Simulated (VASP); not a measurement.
## Pb: single point with PBEsol

Pb:

```
Pb
1.0
     0.00000    2.34631    2.59329
     2.34631    0.00000    2.59329
     2.34631    2.34631    0.00000
Pb
1
Direct
  0.00000 0.00000 0.00000
```

This cell differs from its parent crystal: strain -0.050 along x and y, +0.050 along z.

- Program: VASP 6.6.1
- Task: single point
- Functional: PBEsol
- Potentials or basis: VASP PAW PBE potentials, release 64 (Pb_d)
- Cutoff: 520 eV
- k mesh: 16 × 16 × 16
- Occupations: gaussian, width 0.15 eV
- Spin: no spin polarisation

```json
{
 "Pressure": "2.7 GPa",
 "Band gap on the k mesh": "zero (band 7 reaches 15.66 eV, above the bottom of band 8 at 5.71 eV)"
}
```

Stress tensor (GPa, compression positive):
```
3.47 0.00 0.00
0.00 3.47 0.00
0.00 0.00 1.29
```

Levels at points of the mesh, in eV from the Fermi level:
```csv
k point,band 4,band 5,band 6,band 7,band 8,band 9,band 10,band 11
"(0.00, 0.00, 0.00)",-17.00,-16.86,-12.25,7.81,7.81,7.92,9.85,12.08
"(0.50, 0.00, 0.00)",-16.79,-16.73,-8.23,-4.57,4.79,6.80,9.11,9.54
"(0.50, 0.50, 0.00)",-16.74,-16.74,-7.53,-4.09,2.94,2.94,6.39,7.60
"(0.50, 0.00, 0.50)",-16.78,-16.65,-6.25,-3.28,1.35,2.03,5.16,6.50
```

It took 43 s on 1 thread of Intel(R) Xeon(R) 6975P-C (Granite Rapids) (shared host), peak memory 0.25 GiB.

Caveat: the cell differs from its parent crystal (strain -0.050 along x and y, +0.050 along z); the PAW data sets were made with another functional, which shifts forces and pressure a little; spin-orbit coupling is left out, which moves the levels of the heavy elements.
